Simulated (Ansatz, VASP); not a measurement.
One calculation of ScAlN2, two programs

```
Sc Al N
1.0
     2.69384    0.00000    0.00000
     0.00000    2.69384    0.00000
     0.00000    0.00000    5.40841
Sc Al N
1 1 2
Direct
  0.50000 0.50000 0.50000
  0.50000 0.50000 0.00000
  0.00000 0.00000 0.23557
  0.00000 0.00000 0.76443
```

Alike in both runs: functional PBE; k mesh 5 × 5 × 2; occupations gaussian, width 0.15 eV; no spin polarisation.

Ansatz relaxed the structure, and its values are those at the end. VASP's run is a single point on that final structure, the one shown.

|  | VASP | Ansatz |
| --- | --- | --- |
| version | VASP 6.6.1 | Ansatz 0.2.0 |
| potentials or method | VASP PAW PBE potentials, release 64 (Sc_sv, Al, N), cutoff 600 eV | scalar-relativistic, plane waves, PAW |
| valence electrons in the cell | 24 | 24 |

```csv
,VASP,Ansatz,Ansatz less VASP
gap on the k mesh at the Fermi level (eV),none,none,-
pressure (GPa),-0.1,-0.5,-0.41
rms of the force components (eV/Å),0.028,0.008,-0.0194
```

A gap of «none» marks a metal or a gap that the smearing closes.

The k mesh is coarse, so the values compare programs but aren't converged.
